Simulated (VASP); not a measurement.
# Al16Si in VASP: relaxation of the atoms with LDA

Aim: the relaxation of the atoms of Al16Si with LDA.

Program: VASP 6.6.1. These are calculated values, not measurements. Logs are shortened: lines on timing, memory, paths and dates and some standing lists are left out, and cuts for length are marked.

**1. The cell of the first run**

The cell holds a slab with vacuum, 17 atoms: a = 5.728 Å, b = 5.728 Å, c = 19.015 Å, α = 90.00°, β = 90.00°, γ = 60.00°.

**2. Relaxation of the atoms, LDA**

File INCAR:

```
SYSTEM = Al16Si
PREC = Accurate ; ENCUT = 520
EDIFF = 1E-6 ; ISMEAR = 0
SIGMA = 0.05 ; LREAL = Auto
LASPH = .True. ; NELM = 80
ALGO = Normal ; ISIF = 2
LWAVE = .False. ; LCHARG = .False.
IBRION = 2 ; NSW = 80
EDIFFG = -0.03
```

File KPOINTS:

```
regular mesh
0
Gamma
  4 4 1
  0 0 0
```

File POSCAR:

```
Al16Si
1.0
    5.7275650000      0.0000000000      0.0000000000
    2.8637820000      4.9602170000      0.0000000000
    0.0000000000      0.0000000000     19.0148060000
Al Si
16 1
Selective dynamics
Direct
    0.0000000000      0.0000000000      0.0525906000  F F F
    0.4999999900      0.0000000000      0.0525906000  F F F
    0.0000000500      0.4999999700      0.0525906000  F F F
    0.5000000500      0.4999999700      0.0525906000  F F F
    0.1666666800      0.1666666600      0.1755615400  T T T
    0.6666666800      0.1666666600      0.1755615400  T T T
    0.1666667400      0.6666666300      0.1755615400  T T T
    0.6666667300      0.6666666300      0.1755615400  T T T
   -0.1666666300      0.3333333200      0.2985324800  T T T
    0.3333333700      0.3333333200      0.2985324800  T T T
   -0.1666665700      0.8333332900      0.2985324800  T T T
    0.3333334200      0.8333332900      0.2985324800  T T T
    0.0000000000      0.0000000000      0.4215034200  T T T
    0.4999999900      0.0000000000      0.4215034200  T T T
    0.0000000500      0.4999999700      0.4215034200  T T T
    0.5000000500      0.4999999700      0.4215034200  T T T
    0.6666667300      0.6666666300      0.5109074400  T T T
```

Potentials or basis: VASP PAW LDA potentials, release 64 (Al, Si).

Launch:

```console
$ cat potpaw_LDA.64/Al/POTCAR potpaw_LDA.64/Si/POTCAR > POTCAR
$ mpirun -np 1 vasp_std > vasp.out
```

OUTCAR:

```text
SYSTEM = Al16Si
   PREC = Accurate
   ENCUT = 520
   EDIFF = 1E-6
   ISMEAR = 0
   LREAL = Auto
   LASPH = .True.
   NELM = 80
   ISIF = 2
   IBRION = 2
   NSW = 80
   EDIFFG = -0.03

 ion  position               nearest neighbor table
   1  0.000  0.000  0.053-   3 2.86   2 2.86   5 2.86   6 2.86   4 2.86   3 2.86   2 2.86   7 2.86
                             4 2.86
   2  0.500  0.000  0.053-   5 2.86   1 2.86   3 2.86   4 2.86   4 2.86   6 2.86   1 2.86   8 2.86
                             3 2.86
   3  0.000  0.500  0.053-   5 2.86   1 2.86   2 2.86   8 2.86   7 2.86   1 2.86   4 2.86   4 2.86
                             2 2.86
   4  0.500  0.500  0.053-   6 2.86   7 2.86   8 2.86   2 2.86   2 2.86   1 2.86   3 2.86   3 2.86
                             1 2.86
   5  0.167  0.167  0.176-   3 2.86   2 2.86   9 2.86   1 2.86   7 2.86   7 2.86  10 2.86   8 2.86
                             6 2.86   6 2.86  12 2.86   8 2.86
   6  0.667  0.167  0.176-   4 2.86   8 2.86  10 2.86   7 2.86   1 2.86   2 2.86   9 2.86   8 2.86
                             5 2.86   5 2.86  11 2.86   7 2.86
   7  0.167  0.667  0.176-  10 2.86   4 2.86  11 2.86   8 2.86  12 2.86   6 2.86   5 2.86   5 2.86
                             3 2.86   8 2.86   1 2.86   6 2.86
   8  0.667  0.667  0.176-   9 2.86   6 2.86  12 2.86   7 2.86   4 2.86   3 2.86   5 2.86   6 2.86
                            11 2.86   7 2.86   2 2.86   5 2.86
   9  0.833  0.333  0.299-  15 2.86   8 2.86   5 2.86  13 2.86  11 2.86  11 2.86  16 2.86   6 2.86
                            12 2.86  10 2.86  10 2.86  12 2.86
  10  0.333  0.333  0.299-  16 2.86   7 2.86  12 2.86   6 2.86  11 2.86  14 2.86  15 2.86   5 2.86
                            12 2.86   9 2.86   9 2.86  11 2.86
  11  0.833  0.833  0.299-  13 2.86   7 2.86  12 2.86  10 2.86  15 2.86   9 2.86   9 2.86   8 2.86
                            12 2.86   6 2.86  14 2.86  10 2.86
  12  0.333  0.833  0.299-  14 2.86  10 2.86   8 2.86  11 2.86   7 2.86  16 2.86   9 2.86  10 2.86
                            11 2.86   5 2.86  13 2.86   9 2.86
  13  0.000  0.000  0.422-  11 2.86  15 2.86  14 2.86   9 2.86  16 2.86  15 2.86  14 2.86  12 2.86
                            16 2.86
  14  0.500  0.000  0.422-  17 2.37  12 2.86  13 2.86  15 2.86  10 2.86  16 2.86  16 2.86  13 2.86
                            11 2.86  15 2.86
  15  0.000  0.500  0.422-  17 2.37   9 2.86  13 2.86  14 2.86  11 2.86  10 2.86  13 2.86  16 2.86
                            16 2.86  14 2.86
  16  0.500  0.500  0.422-  17 2.37  10 2.86  12 2.86  14 2.86  14 2.86   9 2.86  13 2.86  15 2.86
                            15 2.86  13 2.86
  17  0.667  0.667  0.511-  16 2.37  15 2.37  14 2.37

  LATTYP: Found a hexagonal cell.
 ALAT       =     5.7275649303
 C/A-ratio  =     3.3198761134

  Lattice vectors:

 A1 = (  -2.8637820000,  -4.9602170000,   0.0000000000)
 A2 = (   5.7275650000,   0.0000000000,   0.0000000000)
 A3 = (   0.0000000000,   0.0000000000,  19.0148060000)

Analysis of symmetry for initial positions (statically):
=====================================================================
 Subroutine PRICEL returns:
 Original cell was already a primitive cell.

 Routine SETGRP: Setting up the symmetry group for a
 hexagonal supercell.

 Subroutine GETGRP returns: Found  6 space group operations
 (whereof  6 operations were pure point group operations)
 out of a pool of 24 trial point group operations.

The static configuration has the point symmetry C_3v.

Analysis of symmetry for dynamics (positions and initial velocities):
=====================================================================
 Subroutine PRICEL returns:
 Original cell was already a primitive cell.

 Routine SETGRP: Setting up the symmetry group for a
 hexagonal supercell.

 Subroutine GETGRP returns: Found  6 space group operations
 (whereof  6 operations were pure point group operations)
 out of a pool of 24 trial point group operations.

The dynamic configuration has the point symmetry C_3v.

Analysis of constrained symmetry for selective dynamics:
=====================================================================
 Subroutine PRICEL returns:
 Original cell was already a primitive cell.

 Routine SETGRP: Setting up the symmetry group for a
 hexagonal supercell.

 Subroutine GETGRP returns: Found  6 space group operations
 (whereof  6 operations were pure point group operations)
 out of a pool of 24 trial point group operations.

The constrained configuration has the point symmetry C_3v.

 Subroutine INISYM returns: Found  6 space group operations
 (whereof  6 operations are pure point group operations),
 and found     1 'primitive' translations

----------------------------------------------------------------------------------------

                                     Primitive cell

[... 52 lines left out ...]

Automatic generation of k-mesh.
 Grid dimensions read from file:
 generate k-points for:    4    4    1

 Generating k-lattice:

  Cartesian coordinates                     Fractional coordinates (reciprocal lattice)
     0.043648566 -0.025200506  0.000000000     0.250000000  0.000000000  0.000000000
     0.000000000  0.050401021  0.000000000     0.000000000  0.250000000  0.000000000
     0.000000000  0.000000000  0.052590597     0.000000000  0.000000000  1.000000000

  Length of vectors
     0.050401020  0.050401021  0.052590597

  Shift w.r.t. Gamma in fractional coordinates (k-lattice)
     0.000000000  0.000000000  0.000000000

 Subroutine IBZKPT returns following result:
 ===========================================

 Found      4 irreducible k-points:

 Following reciprocal coordinates:
            Coordinates               Weight
  0.000000  0.000000  0.000000      1.000000
  0.250000 -0.000000  0.000000      6.000000
  0.500000 -0.000000  0.000000      3.000000
  0.500000  0.250000  0.000000      6.000000
   k-points           NKPTS =      4   k-points in BZ     NKDIM =      4   number of bands    NBANDS=     35
   number of dos      NEDOS =    301   number of ions     NIONS =     17
   total plane-waves  NPLWV = 331776
   dimension x,y,z NGX =    48 NGY =   48 NGZ =  144
   dimension x,y,z NGXF=    96 NGYF=   96 NGZF=  288
   ions per type =              16   1
   NGX,Y,Z   is equivalent  to a cutoff of  13.93, 13.93, 12.59 a.u.
   NGXF,Y,Z  is equivalent  to a cutoff of  27.86, 27.86, 25.18 a.u.
 SYSTEM =  Al16Si
   PREC   = accura    normal or accurate (medium, high low for compatibility)
   ISTART =      0    job   : 0-new  1-cont  2-samecut
   ICHARG =      2    charge: 1-file 2-atom 10-const
   ISPIN  =      1    spin polarized calculation?
   LNONCOLLINEAR =      F non collinear calculations
   LSORBIT =      F    spin-orbit coupling
   LASPH  =      T    aspherical Exc in radial PAW
   ENCUT  =  520.0 eV  38.22 Ry    6.18 a.u.  10.65 10.65 35.35*2*pi/ulx,y,z
   NELM   =     80;   NELMIN=  2; NELMDL= -5     # of ELM steps
   EDIFF  = 0.1E-05   stopping-criterion for ELM
   LREAL  =      T    real-space projection
   EDIFFG = -.3E-01   stopping-criterion for IOM
   NSW    =     80    number of steps for IOM
   IBRION =      2    ionic relax: 0-MD 1-quasi-New 2-CG
   NFREE  =      1    steps in history (QN), initial steepest desc. (CG)
   ISIF   =      2    stress and relaxation
   ISYM   =      2    0-nonsym 1-usesym 2-fastsym
   POTIM  = 0.5000    time-step for ionic-motion
   TEBEG  =    0.0;   TEEND  =   0.0 temperature during run
   PSTRESS=    0.0 pullay stress
   NELECT =      52.0000    total number of electrons
   NUPDOWN=      -1.0000    fix difference up-down
   EMIN   =  10.00;   EMAX   =-10.00  energy-range for DOS
   EFERMI =   0.00;   METHOD = LEGACY
   ISMEAR =     0;   SIGMA  =   0.05  broadening in eV -4-tet -1-fermi 0-gaus
   EFERMI_NEDOS =   21; number of points for ismear=-14 and -15
   IALGO  =     38    algorithm
   IMIX   =      4    mixing-type and parameters
     AMIX     =   0.40;   BMIX     =  1.00
     AMIX_MAG =   1.60;   BMIX_MAG =  1.00
  volume/ion in A,a.u.               =      31.78       214.44
  Fermi-wavevector in a.u.,A,eV,Ry     =   0.750277  1.417818  7.658935  0.562916
  Thomas-Fermi vector in A             =   1.846991
   LORBIT       =      0    0 simple, 1 ext, 2 COOP (PROOUT), +10 PAW based schemes
   GGA     = CA    functional components
   LHFCALC =     F    Hartree Fock is set to
   AEXX    =    0.0000 exact exchange contribution
   IVDW    =     0    specifies the selected vdW correction
   LEPSILON=     F    determine dielectric tensor
   LRPA    =     F    only Hartree local field effects (RPA)
 conjugate gradient relaxation of ions
 non-spin polarized calculation
 Gauss-broadening in eV      SIGMA  =   0.05
  energy-cutoff  :      520.00
  volume of cell :      540.21
 maximum number of plane-waves:     14627
 NGX is ok and might be reduce to    48
   NGX = 21   NGY = 21   NGZ = 71

--------------------------------------- Ionic step        1  -------------------------------------------

 number of electron      51.9999999 magnetization

 Free energy of the ion-electron system (eV)
  ---------------------------------------------------
  ext. energy  EPLUGINS =         0.00000000
  ---------------------------------------------------
  free energy    TOTEN  =       -68.41922266 eV

  energy without entropy =      -68.40742921  energy(sigma->0) =      -68.41332594

------------------------ aborting loop because EDIFF is reached ----------------------------------------

  FORCE on cell =-STRESS in cart. coord.  units (eV):
  Direction    XX          YY          ZZ          XY          YZ          ZX
  --------------------------------------------------------------------------------------
  -------------------------------------------------------------------------------------
  Total       -6.5786797     -6.5786803     -4.8290997      0.0000007      0.0000000     -0.0000000
  in kB      -19.5113233    -19.5113249    -14.3223457      0.0000020      0.0000000     -0.0000000
  external PRESSURE =     -17.7816646 kB  Pullay stress =       0.0000000 kB
[... 134 lines left out ...]
  FREE ENERGIE OF THE ION-ELECTRON SYSTEM (eV)
  ---------------------------------------------------
  free  energy   TOTEN  =       -68.5817145117 eV

  energy  without entropy=      -68.5713885714  energy(sigma->0) =      -68.57655154

[... ionic steps 4 to 22 ...]

--------------------------------------- Ionic step       23  -------------------------------------------

 number of electron      52.0000000 magnetization

------------------------ aborting loop because EDIFF is reached ----------------------------------------
[... 97 lines left out ...]
--------------------------------------- Ionic step       25  -------------------------------------------

 number of electron      51.9999999 magnetization

 Free energy of the ion-electron system (eV)
  ---------------------------------------------------
  ext. energy  EPLUGINS =         0.00000000
  ---------------------------------------------------
  free energy    TOTEN  =       -68.73444720 eV

  energy without entropy =      -68.72379440  energy(sigma->0) =      -68.72912080

 E-fermi :   1.9420     XC(G=0):  -6.3028

 val. band max:        1.8383265162   @ k =   0.5000   0.2500   0.0000
 cond. band min:       1.9533591081   @ k =   0.0000   0.0000   0.0000
 fundamental gap:      0.1150325919
 Fermi energy:         1.9419668908

 k-point     1 :       0.0000    0.0000    0.0000
  band No.  band energies     occupation
      1      -9.1044      2.00000
      2      -8.0961      2.00000
      3      -6.7101      2.00000
      4      -5.0815      2.00000
      5      -3.4093      2.00000
      6      -3.2699      2.00000
[... 185 lines left out ...]
  FREE ENERGIE OF THE ION-ELECTRON SYSTEM (eV)
  ---------------------------------------------------
  free  energy   TOTEN  =       -68.7344471990 eV

  energy  without entropy=      -68.7237944026  energy(sigma->0) =      -68.72912080

 reached required accuracy - stopping structural energy minimisation
```

It took 28 min on 1 thread of AMD EPYC 7R13 (Zen 3), shared host; peak memory 0.49 GiB.

Results:

```yaml
Free_energy: -68.7344 eV
Energy_gained_by_relaxing: 18.5 meV/atom
Ionic_steps: 25
Band_gap_on_the_k_mesh: zero (bands 26 and 27 overlap by 0.51 eV)
```

The path:
```
step  energy change (eV)  largest force on free atoms (eV/Å)  pressure (GPa)
   1              0.0000                              1.1397           -1.78
   2             -0.1518                              0.3488           -2.03
   3             -0.1625                              0.5051           -2.09
   4             -0.1843                              0.4036           -2.02
   5             -0.2026                              0.1802           -1.80
   6             -0.2040                              0.2115           -1.85
   7             -0.2140                              0.1524           -1.77
   8             -0.2201                              0.2535           -1.63
   9             -0.2257                              0.2266           -1.60
  10             -0.2382                              0.1577           -1.52
  11             -0.2433                              0.2937           -1.32
  12             -0.2447                              0.2506           -1.39
  13             -0.2582                              0.1992           -1.34
  14             -0.2843                              0.1844           -1.18
  15             -0.2712                              0.4933           -0.79
  16             -0.2896                              0.2932           -1.04
  17             -0.3029                              0.1805           -0.93
  18             -0.3077                              0.1617           -0.80
  19             -0.3128                              0.0696           -0.76
  20             -0.3136                              0.0732           -0.72
  21             -0.3141                              0.0447           -0.73
  22             -0.3148                              0.0378           -0.73
  23             -0.3147                              0.0820           -0.73
  24             -0.3149                              0.0583           -0.73
  25             -0.3152                              0.0241           -0.72
```

Final structure:
```cif
data_structure
_symmetry_space_group_name_H-M 'P 1'
_symmetry_Int_Tables_number 1
_cell_length_a 5.7276
_cell_length_b 5.7276
_cell_length_c 19.0148
_cell_angle_alpha 90.000
_cell_angle_beta 90.000
_cell_angle_gamma 60.000
_cell_volume 540.21
loop_
_atom_site_label
_atom_site_type_symbol
_atom_site_fract_x
_atom_site_fract_y
_atom_site_fract_z
_atom_site_occupancy
Al1 Al 0.00000 0.00000 0.05259 1
Al2 Al 0.50000 0.00000 0.05259 1
Al3 Al 0.00000 0.50000 0.05259 1
Al4 Al 0.50000 0.50000 0.05259 1
Al5 Al 0.16823 0.16823 0.17198 1
Al6 Al 0.66354 0.16823 0.17198 1
Al7 Al 0.16823 0.66354 0.17198 1
Al8 Al 0.66667 0.66667 0.17096 1
Al9 Al 0.83040 0.33920 0.28771 1
Al10 Al 0.33333 0.33333 0.28713 1
Al11 Al 0.83040 0.83040 0.28771 1
Al12 Al 0.33920 0.83040 0.28771 1
Al13 Al 0.00000 0.00000 0.40423 1
Al14 Al 0.49134 0.01732 0.40666 1
Al15 Al 0.01732 0.49134 0.40666 1
Al16 Al 0.49134 0.49134 0.40666 1
Si1 Si 0.66667 0.66667 0.49674 1
```

Levels at points of the mesh, in eV from the Fermi level:
```
           k point  band 23  band 24  band 25  band 26  band 27  band 28  band 29  band 30
(0.00, 0.00, 0.00)    -2.38    -1.96    -0.98    -0.98    -0.32     0.01     0.14     0.14
(0.50, 0.00, 0.00)    -0.78    -0.37    -0.34     0.12     0.15     0.45     0.53     0.92
```

Caveat: there is no dipole correction, which matters where the two faces differ.

The gap in the log of VASP goes by the Fermi energy; the results here count the filled bands.